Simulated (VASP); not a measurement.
Input of a VASP 6.6.1 run:

The input INCAR:

```
PREC     = Accurate       # precision mode
ENCUT    = 520            # plane-wave cutoff, eV
EDIFF    = 1E-8           # SCF threshold, eV
ISMEAR   = 1              # smearing method
SIGMA    = 0.2            # smearing width, eV
LREAL    = F              # projectors in reciprocal space
LASPH    = T              # aspherical terms in the spheres
NELM     = 100            # most SCF steps
ALGO     = Fast           # electronic algorithm
ISIF     = 2              # what is computed and relaxed
LWAVE    = F              # write WAVECAR
LCHARG   = F              # write CHGCAR
GGA      = PS             # functional
IBRION   = 8              # ionic algorithm
NSW      = 1              # ionic steps
```

File KPOINTS:

```
regular mesh
0
Gamma
  12 12 8
```

File POSCAR:

```
Mg
1.0
    3.1928231455      0.0000000000      0.0000000000
   -1.5964115727      2.7650659538      0.0000000000
    0.0000000000      0.0000000000      5.0956408444
Mg
2
Direct
    0.3333333333      0.6666666667      0.7500000000
    0.6666666667      0.3333333333      0.2500000000
```

Potentials or basis: VASP PAW PBE potentials, release 64 (Mg).

The run is started by

```sh
$ cat potpaw_PBE.64/Mg/POTCAR > POTCAR
$ mpirun -np 1 vasp_std > vasp.out
```

Q: Estimate the highest phonon frequency at Γ.

A: 264 cm⁻¹.

Phonon frequencies in cm⁻¹ (negative: imaginary):
| q point | frequencies |
| --- | --- |
| (0.000, 0.000, 0.000) | 0 0 0 132 132 264 |
